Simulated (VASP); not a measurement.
Here is a VASP 6.6.1 calculation.

The input INCAR:

```
SYSTEM = TaN
ALGO = Normal
EDIFF = 1E-6
ENCUT = 520
GGA = PS
ISIF = 2
ISMEAR = 0
LASPH = .True.
LCHARG = .False.
LREAL = .False.
LWAVE = .False.
NBANDS = 15
NELM = 100
PREC = Accurate
SIGMA = 0.15
```

File KPOINTS:

```
k-points
0
Gamma
  18 18 18
  0 0 0
```

The input POSCAR:

```
TaN
1.0
    0.0000000000      2.2334750000      2.1245250000
    2.2334750000      0.0000000000      2.1245250000
    2.2334750000      2.2334750000      0.0000000000
Ta N
1 1
Direct
    0.5000000000      0.5000000000      0.5000000000
    0.0000000000      0.0000000000      0.0000000000
```

Potentials or basis: VASP PAW PBE potentials, release 64 (Ta_pv, N).

Launch:

```console
$ cat potpaw_PBE.64/Ta_pv/POTCAR potpaw_PBE.64/N/POTCAR > POTCAR
$ mpirun -np 1 vasp_std > vasp.out
```

(1) What does it give for the pressure?

(2) What does it give for the band gap on the k mesh?

Answers

(1) -1.0 GPa.

(2) zero (bands 8 and 9 overlap by 3.99 eV).

Caveat: the cell differs from its parent crystal (strain +0.025 along x and y, -0.025 along z); the stress differs along the axes, from -12 to 21 GPa; the PAW data sets were made with another functional, which shifts forces and pressure a little; spin-orbit coupling is left out, which moves the levels of the heavy elements.
